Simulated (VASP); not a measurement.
Write the native input for VASP 6.6.1 that does the following.

```
Task                            : G0W0 quasiparticle levels
Functional                      : PBE
Potentials or basis             : VASP PAW PBE potentials, release 64 (Na_sv_GW, I_GW)
Cutoff                          : 500 eV
k mesh                          : 4 × 4 × 4
Occupations                     : gaussian, width 0.01 eV
Spin                            : no spin polarisation
Dipole correction               : no
GW scheme                       : G0W0
GW iterations                   : 1
Cutoff of the response function : 150
Frequency points                : 48
Empty bands                     : 281
Further INCAR settings          : ALGO = EVGW0; EDIFF = 1e-08; NBANDS = 289
```

Crystal: NaI.

```
Na I
1.0
     0.00000    3.22972    3.22972
     3.22972    0.00000    3.22972
     3.22972    3.22972    0.00000
Na I
1 1
Direct
  0.00000 0.00000 0.00000
  0.50000 0.50000 0.50000
```

The input as run:

POSCAR

```
NaI
1.0
    0.0000000000      3.2297205115      3.2297205115
    3.2297205115      0.0000000000      3.2297205115
    3.2297205115      3.2297205115      0.0000000000
Na I
1 1
Direct
    0.0000000000      0.0000000000      0.0000000000
    0.5000000000      0.5000000000      0.5000000000
```

INCAR.step1

```
PREC = Accurate
ENCUT = 500
EDIFF = 1E-8
ISMEAR = 0
SIGMA = 0.01
LREAL = F
LASPH = T
NELM = 100
ALGO = Normal
LWAVE = T
LCHARG = F
GGA = PE
```

INCAR.step2

```
PREC = Accurate
ENCUT = 500
EDIFF = 1E-8
ISMEAR = 0
SIGMA = 0.01
LREAL = F
LASPH = T
NELM = 1
ALGO = Exact
LWAVE = T
LCHARG = F
GGA = PE
NBANDS = 289
LOPTICS = T
ISTART = 1
```

INCAR.step3

```
PREC = Accurate
ENCUT = 500
EDIFF = 1E-8
ISMEAR = 0
SIGMA = 0.01
LREAL = F
LASPH = T
ALGO = EVGW0
LWAVE = F
LCHARG = F
GGA = PE
NELMGW = 1
NBANDS = 289
ENCUTGW = 150.0
NOMEGA = 48
PRECFOCK = Fast
ISTART = 1
NBANDSGW = 16
```

KPOINTS

```
Automatic mesh
0
Gamma
  4 4 4
```

Potentials or basis: VASP PAW PBE potentials, release 64 (Na_sv_GW, I_GW).

Run with:

```bash
$ cat potpaw_PBE.64/Na_sv_GW/POTCAR potpaw_PBE.64/I_GW/POTCAR > POTCAR
$ cp INCAR.step1 INCAR
$ mpirun -np 1 vasp_std > vasp.out
$ cp INCAR.step2 INCAR
$ mpirun -np 1 vasp_std > vasp.out
$ cp INCAR.step3 INCAR
$ mpirun -np 1 vasp_std > vasp.out
```

Results of the run:

```
Band gap on the k mesh, mean-field level : 3.65 eV, direct
Quasiparticle gap                        : 5.81 eV
Least direct quasiparticle gap           : 5.81 eV
```

Caveat: the k points lie up to 0.42 Å⁻¹ apart; bands, screening cutoff and mesh are small and nothing is extrapolated, so the quasiparticle values aren't converged; spin-orbit coupling is left out, which moves the levels of the heavy elements.

Run time: 8 min on 1 thread of Intel(R) Xeon(R) Platinum 8259CL CPU @ 2.50GHz (Skylake/Cascade Lake) (shared host), peak memory 0.84 GiB.
